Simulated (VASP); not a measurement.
The system is TaSi2.

```
CELL_PARAMETERS angstrom
4.78000 0.00000 0.00000
-2.39000 4.13960 0.00000
0.00000 0.00000 6.56400
ATOMIC_POSITIONS crystal
Ta 0.00000 0.50000 0.16667
Ta 0.50000 0.50000 0.83333
Ta 0.50000 0.00000 0.50000
Si 0.33330 0.16665 0.16667
Si 0.16665 0.83335 0.83333
Si 0.83335 0.66670 0.50000
Si 0.66670 0.83335 0.16667
Si 0.83335 0.16665 0.83333
Si 0.16665 0.33330 0.50000
```

Program: VASP 6.6.1. Alike in all runs: task single point; potentials or basis VASP PAW PBE potentials, release 64 (Ta_pv, Si); no spin polarisation; cell as given; cutoff (eV) 520; smearing fermi-dirac 0.05 eV.

Task: Order these runs on this cell by their pressure, lowest first.
A. level r2SCAN; k mesh 7 × 7 × 4
B. level r2SCAN+U; U Ta d U = 4.0 eV; k mesh 5 × 5 × 3
C. level r2SCAN+U; U Ta d U = 6.0 eV; k mesh 5 × 5 × 3
D. level r2SCAN+U; U Ta d U = 5.0 eV; k mesh 5 × 5 × 3
E. level r2SCAN+U; U Ta d U = 3.0 eV; k mesh 5 × 5 × 3

Result: A (0.4 GPa), E (4.9 GPa), B (6.4 GPa), D (8.0 GPa), C (9.6 GPa).

Caveats: the PAW data sets were made with another functional, which shifts forces and pressure a little; the cell stands under pressure (at least some runs); U without spin polarisation on a metal has little footing (at least some runs); the U is typed as a test and isn't derived for this compound (at least some runs).
